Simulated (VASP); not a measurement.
# MoS2 (P6_3/mmc) in VASP: relaxation of cell and atoms with PBE

Aim: the relaxation of cell and atoms of MoS2 with PBE.

Everything below comes from runs of VASP 6.6.1. Logs are shortened: lines on timing, memory, paths and dates and some standing lists are left out, and cuts for length are marked.

### 1 The cell of the first run

The structure is hexagonal, space group P6_3/mmc (No. 194). The conventional cell has a = 3.185 Å, b = 3.185 Å, c = 14.808 Å, α = 90.00°, β = 90.00°, γ = 120.00°. Within 3.2 Å of Mo (site symmetry -6m2) lie 6 S at 2.41 Å and 6 Mo at 3.19 Å. Within 3.2 Å of S (site symmetry 3m) lie 3 Mo at 2.41 Å and 7 S at 3.13 to 3.19 Å.

### 2 Relaxation of cell and atoms, PBE

INCAR

```
PREC     = Accurate       # precision mode
ENCUT    = 600            # plane-wave cutoff, eV
EDIFF    = 1E-6           # SCF threshold, eV
ISMEAR   = 0              # smearing method
SIGMA    = 0.02           # smearing width, eV
LREAL    = F              # projectors in reciprocal space
LASPH    = T              # aspherical terms in the spheres
NELM     = 60             # most SCF steps
ALGO     = Normal         # electronic algorithm
ISIF     = 3              # what is computed and relaxed
LWAVE    = F              # write WAVECAR
LCHARG   = F              # write CHGCAR
GGA      = PE             # functional
IBRION   = 2              # ionic algorithm
NSW      = 100            # ionic steps
EDIFFG   = -0.005         # ionic threshold
```

KPOINTS

```
regular mesh
0
Gamma
  12 12 2
```

POSCAR

```
MoS2
1.0
    3.1850687705      0.0000000029      0.0000000000
   -1.5925343877      2.7583504666      0.0000000000
    0.0000000000      0.0000000000     14.8079969996
Mo S
2 4
Direct
    0.6666666667      0.3333333333      0.2500000000
    0.3333333333      0.6666666667      0.7500000000
    0.6666666667      0.3333333333      0.6444803676
    0.3333333333      0.6666666667      0.3555196324
    0.6666666667      0.3333333333      0.8555196324
    0.3333333333      0.6666666667      0.1444803676
```

Potentials or basis: VASP PAW PBE potentials, release 64 (Mo_sv, S).

On the command line:

```
> cat potpaw_PBE.64/Mo_sv/POTCAR potpaw_PBE.64/S/POTCAR > POTCAR
> mpirun -np 1 vasp_std > vasp.out
```

OUTCAR:

```text
PREC = Accurate
   ENCUT = 600
   EDIFF = 1E-6
   ISMEAR = 0
   LREAL = F
   LASPH = T
   NELM = 60
   ISIF = 3
   GGA = PE
   IBRION = 2
   NSW = 100
   EDIFFG = -0.005

 ion  position               nearest neighbor table
   1  0.667  0.333  0.250-   4 2.41   6 2.41   4 2.41   6 2.41   4 2.41   6 2.41
   2  0.333  0.667  0.750-   3 2.41   5 2.41   3 2.41   5 2.41   3 2.41   5 2.41
   3  0.667  0.333  0.644-   2 2.41   2 2.41   2 2.41
   4  0.333  0.667  0.356-   1 2.41   1 2.41   1 2.41
   5  0.667  0.333  0.856-   2 2.41   2 2.41   2 2.41
   6  0.333  0.667  0.144-   1 2.41   1 2.41   1 2.41

  LATTYP: Found a hexagonal cell.
 ALAT       =     3.1850687705
 C/A-ratio  =     4.6491922362

  Lattice vectors:

 A1 = (   3.1850687705,   0.0000000029,   0.0000000000)
 A2 = (  -1.5925343877,   2.7583504666,   0.0000000000)
 A3 = (   0.0000000000,   0.0000000000,  14.8079969996)

Analysis of symmetry for initial positions (statically):
=====================================================================
 Subroutine PRICEL returns:
 Original cell was already a primitive cell.

 Routine SETGRP: Setting up the symmetry group for a
 hexagonal supercell.

 Subroutine GETGRP returns: Found 24 space group operations
 (whereof 12 operations were pure point group operations)
 out of a pool of 24 trial point group operations.

The static configuration has the point symmetry D_3d.
 The point group associated with its full space group is D_6h.

Analysis of symmetry for dynamics (positions and initial velocities):
=====================================================================
 Subroutine PRICEL returns:
 Original cell was already a primitive cell.

 Routine SETGRP: Setting up the symmetry group for a
 hexagonal supercell.

 Subroutine GETGRP returns: Found 24 space group operations
 (whereof 12 operations were pure point group operations)
 out of a pool of 24 trial point group operations.

The dynamic configuration has the point symmetry D_3d.
 The point group associated with its full space group is D_6h.

 Subroutine INISYM returns: Found 24 space group operations
 (whereof 12 operations are pure point group operations),
 and found     1 'primitive' translations
[... 105 lines left out ...]
   EDIFFG = -.5E-02   stopping-criterion for IOM
   NSW    =    100    number of steps for IOM
   IBRION =      2    ionic relax: 0-MD 1-quasi-New 2-CG
   NFREE  =      1    steps in history (QN), initial steepest desc. (CG)
   ISIF   =      3    stress and relaxation
   ISYM   =      2    0-nonsym 1-usesym 2-fastsym
   POTIM  = 0.5000    time-step for ionic-motion
   TEBEG  =    0.0;   TEEND  =   0.0 temperature during run
   PSTRESS=    0.0 pullay stress
   NELECT =      52.0000    total number of electrons
   NUPDOWN=      -1.0000    fix difference up-down
   EMIN   =  10.00;   EMAX   =-10.00  energy-range for DOS
   EFERMI =   0.00;   METHOD = LEGACY
   ISMEAR =     0;   SIGMA  =   0.02  broadening in eV -4-tet -1-fermi 0-gaus
   EFERMI_NEDOS =   21; number of points for ismear=-14 and -15
   IALGO  =     38    algorithm
   IMIX   =      4    mixing-type and parameters
     AMIX     =   0.40;   BMIX     =  1.00
     AMIX_MAG =   1.60;   BMIX_MAG =  1.00
  volume/ion in A,a.u.               =      21.68       146.32
  Fermi-wavevector in a.u.,A,eV,Ry     =   1.205927  2.278872 19.786414  1.454260
  Thomas-Fermi vector in A             =   2.341609
   LORBIT       =      0    0 simple, 1 ext, 2 COOP (PROOUT), +10 PAW based schemes
   GGA     = PE    functional components
   LHFCALC =     F    Hartree Fock is set to
   AEXX    =    0.0000 exact exchange contribution
   IVDW    =     0    specifies the selected vdW correction
   LEPSILON=     F    determine dielectric tensor
   LRPA    =     F    only Hartree local field effects (RPA)
 conjugate gradient relaxation of ions
 non-spin polarized calculation
 Gauss-broadening in eV      SIGMA  =   0.02
  energy-cutoff  :      600.00
  volume of cell :      130.10
 maximum number of plane-waves:      4372
 NGX is ok and might be reduce to    28
   NGX = 13   NGY = 13   NGZ = 59

--------------------------------------- Ionic step        1  -------------------------------------------

 number of electron      51.9999996 magnetization

 Free energy of the ion-electron system (eV)
  ---------------------------------------------------
  ext. energy  EPLUGINS =         0.00000000
  ---------------------------------------------------
  free energy    TOTEN  =       -43.71692420 eV

  energy without entropy =      -43.71692420  energy(sigma->0) =      -43.71692420

------------------------ aborting loop because EDIFF is reached ----------------------------------------

  FORCE on cell =-STRESS in cart. coord.  units (eV):
  Direction    XX          YY          ZZ          XY          YZ          ZX
  --------------------------------------------------------------------------------------
  -------------------------------------------------------------------------------------
  Total       -0.0703835     -0.0703835     -0.1027362     -0.0000000      0.0000000      0.0000000
  in kB       -0.8667958     -0.8667958     -1.2652306     -0.0000000      0.0000000      0.0000000
  external PRESSURE =      -0.9996074 kB  Pullay stress =       0.0000000 kB
[... 107 lines left out ...]
--------------------------------------- Ionic step        4  -------------------------------------------

 number of electron      51.9999996 magnetization

 Free energy of the ion-electron system (eV)
  ---------------------------------------------------
  ext. energy  EPLUGINS =         0.00000000
  ---------------------------------------------------
  free energy    TOTEN  =       -43.71696026 eV

  energy without entropy =      -43.71696026  energy(sigma->0) =      -43.71696026

 E-fermi :   5.0808     XC(G=0):  -9.4431

 val. band max:        4.7956488995   @ k =   0.0000   0.0000   0.0000
 cond. band min:       6.2535540971   @ k =   0.3333   0.3333   0.0000
 fundamental gap:      1.4579051976
 Fermi energy:         5.0808476166

 k-point     1 :       0.0000    0.0000    0.0000
  band No.  band energies     occupation
      1     -56.2786      2.00000
      2     -56.2786      2.00000
      3     -30.4173      2.00000
      4     -30.4173      2.00000
      5     -30.2151      2.00000
      6     -30.2151      2.00000
[... 805 lines left out ...]
     30       6.9230      0.00000
     31       8.0067      0.00000

 [... further k-points ...]

------------------------ aborting loop because EDIFF is reached ----------------------------------------

  FORCE on cell =-STRESS in cart. coord.  units (eV):
  Direction    XX          YY          ZZ          XY          YZ          ZX
  --------------------------------------------------------------------------------------
  -------------------------------------------------------------------------------------
  Total       -0.0013144     -0.0013144     -0.0113291     -0.0000000      0.0000000      0.0000000
  in kB       -0.0161988     -0.0161988     -0.1396172     -0.0000000      0.0000000      0.0000000
  external PRESSURE =      -0.0573383 kB  Pullay stress =       0.0000000 kB
[... 21 lines left out ...]
  FREE ENERGIE OF THE ION-ELECTRON SYSTEM (eV)
  ---------------------------------------------------
  free  energy   TOTEN  =       -43.7169602648 eV

  energy  without entropy=      -43.7169602648  energy(sigma->0) =      -43.71696026

 reached required accuracy - stopping structural energy minimisation
```

It took 12 min on 1 thread of Oxide Virtual Turin-like, shared host; peak memory 0.37 GiB.

What came out:

| Property | Result |
| --- | --- |
| Free energy | -43.7170 eV |
| Relaxed volume | 21.67 Å³/atom |
| Relaxed cell | a = 3.184 Å, b = 3.184 Å, c = 14.804 Å, α = 90.00°, β = 90.00°, γ = 120.00° |
| Space group after relaxing (to 0.1 Å) | P6_3/mmc (No. 194) |
| Energy gained by relaxing | 0.0 meV/atom |
| Ionic steps | 4 |
| Pressure after relaxing | 0.0 GPa |
| Largest force after relaxing | 0.005 eV/Å |
| Band gap on the k mesh | 1.46 eV (least direct gap 1.67 eV) |

Forces on the atoms (eV/Å):
```
Mo   0.000  0.000  0.000
Mo   0.000  0.000  0.000
S    0.000  0.000 -0.005
S    0.000  0.000  0.005
S    0.000  0.000  0.005
S    0.000  0.000 -0.005
```

Final structure:
```
Mo S
1.0
     3.18444    0.00000    0.00000
    -1.59222    2.75780    0.00000
     0.00000    0.00000   14.80370
Mo S
2 4
Direct
  0.66667 0.33333 0.25000
  0.33333 0.66667 0.75000
  0.66667 0.33333 0.64449
  0.33333 0.66667 0.35551
  0.66667 0.33333 0.85551
  0.33333 0.66667 0.14449
```

Caveat: this functional lacks dispersion, which binds the layers, so the pressure and a relaxed spacing across them are unreliable. A k mesh can miss the band edges.
